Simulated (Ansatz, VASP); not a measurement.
**La in VASP and in Ansatz**

```
La
1.0
     0.00000    2.64800    2.64800
     2.64800    0.00000    2.64800
     2.64800    2.64800    0.00000
La
1
Direct
  0.00000 0.00000 0.00000
```

Alike in both runs: task single point; functional PBE; k mesh 11 × 11 × 11; occupations fermi-dirac, width 0.05 eV; no spin polarisation.

```csv
,VASP,Ansatz
version,VASP 6.6.1,Ansatz 0.2.0
potentials or method,"VASP PAW PBE potentials, release 64 (La), cutoff 520 eV","all-electron LAPW, scalar-relativistic"
```

```tsv
	VASP	Ansatz	Ansatz less VASP
pressure (GPa)	-0.1	-0.1	-0.03
```

Ansatz ran all-electron here, and VASP with PAW potentials.

Spin-orbit coupling is off throughout.
